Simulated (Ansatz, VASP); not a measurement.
# One calculation of Ga5CoF, two programs

INCAR

```
SYSTEM = Ga5CoF
ALGO     = Normal         ! electronic algorithm
EDIFF    = 1E-6           ! SCF threshold, eV
ENCUT    = 520            ! plane-wave cutoff, eV
GGA      = PE             ! functional
ISIF     = 2              ! what is computed and relaxed
ISMEAR   = 1              ! smearing method
LASPH    = .True.         ! aspherical terms in the spheres
LCHARG   = .False.        ! write CHGCAR
LREAL    = .False.        ! projectors in reciprocal space
LWAVE    = .False.        ! write WAVECAR
NBANDS   = 50             ! bands
NELM     = 60             ! most SCF steps
PREC     = Accurate       ! precision mode
SIGMA    = 0.011          ! smearing width, eV
```

File KPOINTS:

```
k-points
0
Gamma
  6 6 4
  0 0 0
```

POSCAR

```
Ga5CoF
1.0
    4.0469260000      0.0000000000      0.0000000000
    0.0000000000      4.0469260000      0.0000000000
    0.0000000000      0.0000000000      6.4274710000
Ga F Co
5 1 1
Direct
    0.0000000000      0.5000000000      0.3048000000
    0.5000000000      0.0000000000      0.3048000000
    0.0000000000      0.5000000000      0.6952000000
    0.5000000000      0.0000000000      0.6952000000
    0.5000000000      0.5000000000      0.0000000000
    0.0000000000      0.0000000000      0.0000000000
    0.0000000000      0.0000000000      0.5000000000
```

Input for Ansatz:

```yaml
crystal:
  lattice:
    - [4.046926, 0.0, 0.0]
    - [0.0, 4.046926, 0.0]
    - [0.0, 0.0, 6.427471]
  atoms:
    - { symbol: Ga, position: [0.0, 0.5, 0.3048] }
    - { symbol: Ga, position: [0.5, 0.0, 0.3048] }
    - { symbol: Ga, position: [0.0, 0.5, 0.6952] }
    - { symbol: Ga, position: [0.5, 0.0, 0.6952] }
    - { symbol: F, position: [0.0, 0.0, 0.0] }
    - { symbol: Co, position: [0.0, 0.0, 0.5] }
    - { symbol: Ga, position: [0.5, 0.5, 0.0] }
  symmetry: { tolerance: 0.0003 }
kpoints:
  mp_grid: { grid: [6, 6, 4], shift: [0, 0, 0] }
  band_path:
    path:
      - [0.0, 0.0, 0.0]
      - [0.0, 0.5, 0.0]
      - [0.5, 0.5, 0.0]
      - [0.0, 0.0, 0.0]
      - [0.0, 0.0, 0.5]
      - [0.0, 0.5, 0.5]
      - [0.5, 0.5, 0.5]
      - [0.0, 0.0, 0.5]
      - [0.0, 0.5, 0.0]
      - [0.0, 0.5, 0.5]
      - [0.5, 0.5, 0.0]
    npoints: 6
magnetization:
  spin_polarized: false
scf:
  occupations: { method: cold, width: 0.011 }
  lower_state_search: "off"
  max_iter: 200
hamiltonian:
  pseudopotentials: { kind: paw }
  xc: pbe
basis:
  ecutwfc: 420
  fft_grid_basis: typed
output:
  forces: true
  stress: true
  eigenvalues: true
  bader: true
  populations: true
  elf: true
  write_potential: true
  volumetric_format: npy
  dos:
    e_range: [-12, 8]
    de: 0.05
    projected: { site_lists: { Co: [Co], F: [F], Ga: [Ga] } }
checkpoint:
  read: saved_state
```

Alike in both runs: task single point; functional PBE; k mesh 6 × 6 × 4; no spin polarisation.

|  | VASP | Ansatz |
| --- | --- | --- |
| version | VASP 6.6.1 | Ansatz 0.2.0 |
| potentials or method | VASP PAW PBE potentials, release 64 (Ga_d, F, Co), cutoff 520 eV | PAW plane waves |
| occupations | methfessel-paxton of order 1, width 0.011 eV | cold, width 0.011 eV |
| valence electrons in the cell | 81 | 89 |

|  | VASP | Ansatz | Ansatz less VASP |
| --- | --- | --- | --- |
| pressure (GPa) | 8.2 | 8.1 | -0.12 |
| rms of the force components (eV/Å) | 0.416 | 0.412 | -0.0039 |

VASP's potentials hold 81 valence electrons a cell and Ansatz's 89, so a difference there can come from the potentials and not from the codes.
